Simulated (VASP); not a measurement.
# Cs2AgBiBr6 (Fm-3m) in VASP: notebook, part 2 of 2

VASP 6.6.1. Earlier steps stand in the parts before.

**4. Single point, PBEsol**

This run uses another cell than the first one, of 35.78 Å³/atom.

INCAR

```
SYSTEM = Cs2AgBiBr6
PREC = Accurate
ENCUT = 520
EDIFF = 1E-6
ISMEAR = 0
SIGMA = 0.01
LREAL = .FALSE.
LASPH = .TRUE.
NELM = 60
ALGO = Normal
ISIF = 2
LWAVE = .FALSE.
LCHARG = .FALSE.
GGA = PS
NBANDS = 54
```

KPOINTS

```
Automatic mesh
0
G
  3 3 3
  0 0 0
```

POSCAR

```
Cs2AgBiBr6
1.0
    0.0000000000      5.6347582766      5.6347582766
    5.6347582766      0.0000000000      5.6347582766
    5.6347582766      5.6347582766      0.0000000000
Cs Ag Bi Br
2 1 1 6
Direct
    0.2500000000      0.2500000000      0.2500000000
    0.7500000000      0.7500000000      0.7500000000
    0.5000000000      0.5000000000      0.5000000000
    0.0000000000      0.0000000000      0.0000000000
    0.2505500000      0.7494500000      0.2505500000
    0.2505500000      0.7494500000      0.7494500000
    0.7494500000      0.2505500000      0.7494500000
    0.7494500000      0.2505500000      0.2505500000
    0.2505500000      0.2505500000      0.7494500000
    0.7494500000      0.7494500000      0.2505500000
```

Potentials or basis: VASP PAW PBE potentials, release 64 (Cs_sv, Ag, Bi_d, Br).

On the command line:

```sh
$ cat potpaw_PBE.64/Cs_sv/POTCAR potpaw_PBE.64/Ag/POTCAR potpaw_PBE.64/Bi_d/POTCAR potpaw_PBE.64/Br/POTCAR > POTCAR
$ mpirun -np 1 vasp_std > vasp.out
```

OUTCAR:

```text
SYSTEM = Cs2AgBiBr6
   PREC = Accurate
   ENCUT = 520
   EDIFF = 1E-6
   ISMEAR = 0
   LREAL = .FALSE.
   LASPH = .TRUE.
   NELM = 60
   ISIF = 2
   GGA = PS

 ion  position               nearest neighbor table
   1  0.250  0.250  0.250-
   2  0.750  0.750  0.750-
   3  0.500  0.500  0.500-   5 2.81   6 2.81   7 2.81   8 2.81   9 2.81  10 2.81
   4  0.000  0.000  0.000-   5 2.82   6 2.82   7 2.82   8 2.82   9 2.82  10 2.82
   5  0.251  0.749  0.251-   3 2.81   4 2.82
   6  0.251  0.749  0.749-   3 2.81   4 2.82
   7  0.749  0.251  0.749-   3 2.81   4 2.82
[... 424 lines left out ...]
  in kB       -2.8577446     -2.8577446     -2.8577446     -0.0000000     -0.0000000     -0.0000000
  external PRESSURE =      -2.8577446 kB  Pullay stress =       0.0000000 kB

 VOLUME and BASIS-vectors are now :
 -----------------------------------------------------------------------------
  energy-cutoff  :      520.00
  volume of cell :      357.81
      direct lattice vectors                 reciprocal lattice vectors
     0.000000000  5.634758277  5.634758277    -0.088734951  0.088734951  0.088734951
     5.634758277  0.000000000  5.634758277     0.088734951 -0.088734951  0.088734951
     5.634758277  5.634758277  0.000000000     0.088734951  0.088734951 -0.088734951

 POSITION                                       TOTAL-FORCE (eV/Angst)
 -----------------------------------------------------------------------------------
      2.81738      2.81738      2.81738        -0.000000     -0.000000     -0.000000
      8.45214      8.45214      8.45214         0.000000     -0.000000      0.000000
      5.63476      5.63476      5.63476         0.000000     -0.000000      0.000000
      0.00000      0.00000      0.00000         0.000000     -0.000000      0.000000
      5.63476      2.82358      5.63476         0.000000      0.268912      0.000000
      8.44594      5.63476      5.63476        -0.268912     -0.000000      0.000000
      5.63476      8.44594      5.63476         0.000000     -0.268912      0.000000
      2.82358      5.63476      5.63476         0.268912     -0.000000      0.000000
      5.63476      5.63476      2.82358         0.000000     -0.000000      0.268912
      5.63476      5.63476      8.44594         0.000000     -0.000000     -0.268912
 -----------------------------------------------------------------------------------
    total drift:                                0.000000      0.000000     -0.000000

  FREE ENERGIE OF THE ION-ELECTRON SYSTEM (eV)
  ---------------------------------------------------
  free  energy   TOTEN  =       -31.7869834176 eV

  energy  without entropy=      -31.7869834176  energy(sigma->0) =      -31.78698342
```

Wall time 2.5 min (1 thread of Intel Xeon 8259CL, shared host); peak memory 0.54 GiB.

What came out:

```yaml
Free_energy: -31.7870 eV
Pressure: -0.3 GPa
Largest_force: 0.269 eV/Å
Band_gap_on_the_k_mesh: 1.83 eV (least direct gap 2.46 eV)
```

Forces in eV/Å, atoms in the order of the input:
```
Cs   0.000  0.000  0.000
Cs   0.000  0.000  0.000
Ag   0.000  0.000  0.000
Bi   0.000  0.000  0.000
Br   0.000  0.269  0.000
Br  -0.269  0.000  0.000
Br   0.000 -0.269  0.000
Br   0.269  0.000  0.000
Br   0.000  0.000  0.269
Br   0.000  0.000 -0.269
```

Levels at points of the mesh, in eV from the valence-band top:
| k point | band 41 | band 42 | band 43 | band 44 | band 45 | band 46 |
| --- | --- | --- | --- | --- | --- | --- |
| (0.00, 0.00, 0.00) | -0.80 | -0.30 | -0.30 | 2.61 | 2.61 | 2.61 |

Caveat: the PAW data sets were made with another functional, which shifts forces and pressure a little; spin-orbit coupling is left out, which moves the levels of the heavy elements; an odd mesh through Γ misses points on the zone boundary, where band edges can lie.

**5. Single point, PBEsol**

This run uses another cell than the first one, of 36.84 Å³/atom.

INCAR

```
SYSTEM = Cs2AgBiBr6
  PREC = Accurate
  ENCUT = 520
  EDIFF = 1E-6
  ISMEAR = 0
  SIGMA = 0.01
  LREAL = .False.
  LASPH = .True.
  NELM = 80
  ALGO = Normal
  ISIF = 2
  LWAVE = .False.
  LCHARG = .False.
  GGA = PS
  NBANDS = 54
```

KPOINTS

```
regular mesh
0
Gamma
  3 3 3
  0 0 0
```

POSCAR: that of step 4 with these lines changed.

```diff
@@ -2,5 +2,5 @@
 1.0
-    0.0000000000      5.6347582766      5.6347582766
-    5.6347582766      0.0000000000      5.6347582766
-    5.6347582766      5.6347582766      0.0000000000
+    0.0000000000      5.6900045278      5.6900045278
+    5.6900045278      0.0000000000      5.6900045278
+    5.6900045278      5.6900045278      0.0000000000
 Cs Ag Bi Br
```

Potentials or basis: VASP PAW PBE potentials, release 64 (Cs_sv, Ag, Bi_d, Br).

On the command line:

```sh
$ cat potpaw_PBE.64/Cs_sv/POTCAR potpaw_PBE.64/Ag/POTCAR potpaw_PBE.64/Bi_d/POTCAR potpaw_PBE.64/Br/POTCAR > POTCAR
$ mpirun -np 1 vasp_std > vasp.out
```

OUTCAR:

```text
SYSTEM = Cs2AgBiBr6
   PREC = Accurate
   ENCUT = 520
   EDIFF = 1E-6
   ISMEAR = 0
   LREAL = .False.
   LASPH = .True.
   NELM = 80
   ISIF = 2
   GGA = PS

 ion  position               nearest neighbor table
   1  0.250  0.250  0.250-
   2  0.750  0.750  0.750-
   3  0.500  0.500  0.500-   5 2.84   6 2.84   7 2.84   8 2.84   9 2.84  10 2.84
   4  0.000  0.000  0.000-   5 2.85   6 2.85   7 2.85   8 2.85   9 2.85  10 2.85
   5  0.251  0.749  0.251-   3 2.84   4 2.85
   6  0.251  0.749  0.749-   3 2.84   4 2.85
   7  0.749  0.251  0.749-   3 2.84   4 2.85
   8  0.749  0.251  0.251-   3 2.84   4 2.85
   9  0.251  0.251  0.749-   3 2.84   4 2.85
  10  0.749  0.749  0.251-   3 2.84   4 2.85

  LATTYP: Found a face centered cubic cell.
 ALAT       =    11.3800090556

  Lattice vectors:

 A1 = (   0.0000000000,   5.6900045278,   5.6900045278)
 A2 = (   5.6900045278,   0.0000000000,   5.6900045278)
 A3 = (   5.6900045278,   5.6900045278,   0.0000000000)

Analysis of symmetry for initial positions (statically):
=====================================================================
 Subroutine PRICEL returns:
 Original cell was already a primitive cell.

 Routine SETGRP: Setting up the symmetry group for a
 face centered cubic supercell.

 Subroutine GETGRP returns: Found 48 space group operations
 (whereof 48 operations were pure point group operations)
 out of a pool of 48 trial point group operations.

The static configuration has the point symmetry O_h .

Analysis of symmetry for dynamics (positions and initial velocities):
=====================================================================
 Subroutine PRICEL returns:
 Original cell was already a primitive cell.

 Routine SETGRP: Setting up the symmetry group for a
 face centered cubic supercell.

[... 123 lines left out ...]
   LORBIT       =      0    0 simple, 1 ext, 2 COOP (PROOUT), +10 PAW based schemes
   GGA     = PS    functional components
   LHFCALC =     F    Hartree Fock is set to
   AEXX    =    0.0000 exact exchange contribution
   IVDW    =     0    specifies the selected vdW correction
   LEPSILON=     F    determine dielectric tensor
   LRPA    =     F    only Hartree local field effects (RPA)
 non-spin polarized calculation
 Gauss-broadening in eV      SIGMA  =   0.01
  energy-cutoff  :      520.00
  volume of cell :      368.44
 maximum number of plane-waves:      9961
   NGX = 29   NGY = 29   NGZ = 29

 number of electron      86.0000000 magnetization

 Free energy of the ion-electron system (eV)
  ---------------------------------------------------
  ext. energy  EPLUGINS =         0.00000000
  ---------------------------------------------------
  free energy    TOTEN  =       -31.74498551 eV

  energy without entropy =      -31.74498551  energy(sigma->0) =      -31.74498551

 E-fermi :   0.6743     XC(G=0):  -8.1842

 val. band max:        0.5585269051   @ k =  -0.3333   0.3333   0.0000
 cond. band min:       2.3908415087   @ k =   0.3333   0.0000   0.0000
 fundamental gap:      1.8323146036
 Fermi energy:         0.6743478046

 k-point     1 :       0.0000    0.0000    0.0000
  band No.  band energies     occupation
      1     -22.0326      2.00000
      2     -22.0326      2.00000
      3     -21.9984      2.00000
      4     -21.9984      2.00000
      5     -21.9984      2.00000
      6     -19.7401      2.00000
[... 217 lines left out ...]
     53       7.0203      0.00000
     54       7.3710      0.00000

------------------------ aborting loop because EDIFF is reached ----------------------------------------

  FORCE on cell =-STRESS in cart. coord.  units (eV):
  Direction    XX          YY          ZZ          XY          YZ          ZX
  --------------------------------------------------------------------------------------
  -------------------------------------------------------------------------------------
  Total       -2.3090301     -2.3090301     -2.3090301     -0.0000000     -0.0000000     -0.0000000
  in kB      -10.0408930    -10.0408930    -10.0408930     -0.0000000     -0.0000000     -0.0000000
  external PRESSURE =     -10.0408930 kB  Pullay stress =       0.0000000 kB

 VOLUME and BASIS-vectors are now :
 -----------------------------------------------------------------------------
  energy-cutoff  :      520.00
  volume of cell :      368.44
      direct lattice vectors                 reciprocal lattice vectors
     0.000000000  5.690004528  5.690004528    -0.087873392  0.087873392  0.087873392
     5.690004528  0.000000000  5.690004528     0.087873392 -0.087873392  0.087873392
     5.690004528  5.690004528  0.000000000     0.087873392  0.087873392 -0.087873392

 POSITION                                       TOTAL-FORCE (eV/Angst)
 -----------------------------------------------------------------------------------
      2.84500      2.84500      2.84500        -0.000000      0.000000      0.000000
      8.53501      8.53501      8.53501        -0.000000      0.000000     -0.000000
      5.69000      5.69000      5.69000        -0.000000      0.000000      0.000000
      0.00000      0.00000      0.00000        -0.000000      0.000000     -0.000000
      5.69000      2.85126      5.69000        -0.000000      0.167408      0.000000
      8.52875      5.69000      5.69000        -0.167408      0.000000      0.000000
      5.69000      8.52875      5.69000        -0.000000     -0.167408      0.000000
      2.85126      5.69000      5.69000         0.167408      0.000000      0.000000
      5.69000      5.69000      2.85126        -0.000000      0.000000      0.167408
      5.69000      5.69000      8.52875        -0.000000      0.000000     -0.167408
 -----------------------------------------------------------------------------------
    total drift:                                0.000000      0.000000     -0.000000

  FREE ENERGIE OF THE ION-ELECTRON SYSTEM (eV)
  ---------------------------------------------------
  free  energy   TOTEN  =       -31.7449855052 eV

  energy  without entropy=      -31.7449855052  energy(sigma->0) =      -31.74498551
```

stdout:

```text
POSCAR found type information on POSCAR CsAgBiBr
 POSCAR found :  4 types and      10 ions
 scaLAPACK will be used
 -----------------------------------------------------------------------------
|                                                                             |
|                                                                             |
|     You enforced a specific xc type in the INCAR file but a different       |
|     I HOPE YOU KNOW WHAT YOU ARE DOING!                                     |
|                                                                             |
 -----------------------------------------------------------------------------

 LDA part: xc-table for (Slater+PW92), standard interpolation
 POSCAR, INCAR and KPOINTS ok, starting setup
 FFT: planning ... GRIDC
 FFT: planning ... GRID_SOFT
 FFT: planning ... GRID
 WAVECAR not read
 entering main loop
```

Run time: 2.7 min. Hardware: 1 thread of Intel Xeon 8259CL, shared host; peak memory 0.54 GiB.

What came out:

| Property | Result |
| --- | --- |
| Free energy | -31.7450 eV |
| Pressure | -1.0 GPa |
| Largest force | 0.167 eV/Å |
| Band gap on the k mesh | 1.83 eV (least direct gap 2.44 eV) |

Forces in eV/Å, atoms in the order of the input:
```
Cs   0.000  0.000  0.000
Cs   0.000  0.000  0.000
Ag   0.000  0.000  0.000
Bi   0.000  0.000  0.000
Br   0.000  0.167  0.000
Br  -0.167  0.000  0.000
Br   0.000 -0.167  0.000
Br   0.167  0.000  0.000
Br   0.000  0.000  0.167
Br   0.000  0.000 -0.167
```

Caveat: the PAW data sets were made with another functional, which shifts forces and pressure a little; spin-orbit coupling is left out, which moves the levels of the heavy elements; an odd mesh through Γ misses points on the zone boundary, where band edges can lie.

**6. Single point, PBEsol**

This run uses another cell than the first one, of 37.91 Å³/atom.

INCAR

```
SYSTEM = Cs2AgBiBr6
ALGO = Normal ; EDIFF = 1E-7
ENCUT = 520 ; GGA = PS
ISIF = 2 ; ISMEAR = 0
LASPH = .True. ; LCHARG = .False.
LREAL = .False. ; LWAVE = .False.
NBANDS = 54 ; NELM = 80
PREC = Accurate ; SIGMA = 0.01
```

KPOINTS

```
k-points
0
Gamma
  3 3 3
  0 0 0
```

POSCAR: that of step 5 with these lines changed.

```diff
@@ -2,5 +2,5 @@
 1.0
-    0.0000000000      5.6900045278      5.6900045278
-    5.6900045278      0.0000000000      5.6900045278
-    5.6900045278      5.6900045278      0.0000000000
+    0.0000000000      5.7441983088      5.7441983088
+    5.7441983088      0.0000000000      5.7441983088
+    5.7441983088      5.7441983088      0.0000000000
 Cs Ag Bi Br
```

Potentials or basis: VASP PAW PBE potentials, release 64 (Cs_sv, Ag, Bi_d, Br).

On the command line:

```sh
$ cat potpaw_PBE.64/Cs_sv/POTCAR potpaw_PBE.64/Ag/POTCAR potpaw_PBE.64/Bi_d/POTCAR potpaw_PBE.64/Br/POTCAR > POTCAR
$ mpirun -np 1 vasp_std > vasp.out
```

Wall time 2.9 min (1 thread of Intel Xeon 8259CL, shared host); peak memory 0.52 GiB.

It converged, with:

* Free energy: -31.6595 eV
* Pressure: -1.6 GPa
* Largest force: 0.074 eV/Å
* Band gap on the k mesh: 1.84 eV (least direct gap 2.42 eV)

Forces in eV/Å, atoms in the order of the input:
```
Cs   0.000  0.000  0.000
Cs   0.000  0.000  0.000
Ag   0.000  0.000  0.000
Bi   0.000  0.000  0.000
Br   0.000  0.074  0.000
Br  -0.074  0.000  0.000
Br   0.000 -0.074  0.000
Br   0.074  0.000  0.000
Br   0.000  0.000  0.074
Br   0.000  0.000 -0.074
```

Levels at points of the mesh, in eV from the valence-band top:
| k point | band 40 | band 41 | band 42 | band 43 | band 44 | band 45 | band 46 | band 47 |
| --- | --- | --- | --- | --- | --- | --- | --- | --- |
| (0.00, 0.00, 0.00) | -0.62 | -0.62 | -0.24 | -0.24 | 2.62 | 2.62 | 2.62 | 3.90 |

Caveat: the PAW data sets were made with another functional, which shifts forces and pressure a little; spin-orbit coupling is left out, which moves the levels of the heavy elements; an odd mesh through Γ misses points on the zone boundary, where band edges can lie. Expect the measured gap to be larger: semilocal functionals such as PBEsol lack the derivative discontinuity.

**7. The runs side by side**

| cell | gap on the mesh (eV) | pressure (GPa) | largest force (eV/Å) |
| --- | --- | --- | --- |
| a = 7.808 Å, angles 60.0°, 10 atoms | 1.80 | 1.6 | 0.50 |
| a = 7.889 Å, angles 60.0°, 10 atoms | 1.82 | 0.6 | 0.38 |
| a = 7.969 Å, angles 60.0°, 10 atoms | 1.83 | -0.3 | 0.27 |
| a = 8.047 Å, angles 60.0°, 10 atoms | 1.83 | -1.0 | 0.17 |
| a = 8.124 Å, angles 60.0°, 10 atoms | 1.84 | -1.6 | 0.07 |

Alike in all rows: task single point; level PBEsol; potentials or basis VASP PAW PBE potentials, release 64 (Cs_sv, Ag, Bi_d, Br); no spin polarisation; k mesh 3 × 3 × 3; cutoff (eV) 520; smearing gaussian 0.01 eV.

Caveats: the PAW data sets were made with another functional, which shifts forces and pressure a little; spin-orbit coupling is left out, which moves the levels of the heavy elements; an odd mesh through Γ misses points on the zone boundary, where band edges can lie.

Absolute energies hang on the potentials; compare differences alone.
